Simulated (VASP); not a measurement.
Here is a VASP 6.6.1 calculation.

File POSCAR:

```
Ge
1.0
    0.0000000000      2.9702085000      2.8287700000
    2.6873315000      0.0000000000      2.8287700000
    2.6873315000      2.9702085000      0.0000000000
Ge
2
Direct
    0.5000000000      0.5000000000      0.5000000000
    0.7500000000      0.7500000000      0.7500000000
```

File INCAR.step1:

```
PREC     = Accurate       # precision mode
ENCUT    = 520            # plane-wave cutoff, eV
ISMEAR   = 0              # smearing method
SIGMA    = 0.05           # smearing width, eV
LREAL    = False          # projectors in reciprocal space
LASPH    = True           # aspherical terms in the spheres
NELM     = 60             # most SCF steps
NBANDS   = 21             # bands
GGA      = PE             # functional
ALGO     = Normal         # electronic algorithm
EDIFF    = 1E-4           # SCF threshold, eV
LWAVE    = True           # write WAVECAR
LCHARG   = False          # write CHGCAR
```

INCAR.step2

```
PREC     = Accurate       # precision mode
ENCUT    = 520            # plane-wave cutoff, eV
EDIFF    = 1E-6           # SCF threshold, eV
ISMEAR   = 0              # smearing method
SIGMA    = 0.05           # smearing width, eV
LREAL    = False          # projectors in reciprocal space
LASPH    = True           # aspherical terms in the spheres
NELM     = 60             # most SCF steps
ALGO     = Normal         # electronic algorithm
ISIF     = 2              # what is computed and relaxed
LWAVE    = False          # write WAVECAR
LCHARG   = False          # write CHGCAR
METAGGA  = R2SCAN         # meta-GGA
LMIXTAU  = True         
NBANDS   = 21             # bands
ISTART   = 1
```

KPOINTS

```
regular mesh
0
Gamma
  10 10 10
```

Potentials or basis: VASP PAW PBE potentials, release 64 (Ge_d).

The run is started by

```sh
$ cat potpaw_PBE.64/Ge_d/POTCAR > POTCAR
$ cp INCAR.step1 INCAR
$ mpirun -np 1 vasp_std > vasp.out
$ cp INCAR.step2 INCAR
$ mpirun -np 1 vasp_std > vasp.out
```

(1) Predict the band gap on the k mesh.

(2) Estimate the pressure.

Results:

(1) zero (bands 14 and 15 overlap by 0.08 eV).

(2) 0.9 GPa.

Caveat: the cell differs from its parent crystal (strain -0.0500 x Voigt [1, -1, 0, 0, 0, 0]); semilocal functionals underestimate gaps, so a narrow gap can read as zero; the PAW data sets were made with another functional, which shifts forces and pressure a little.
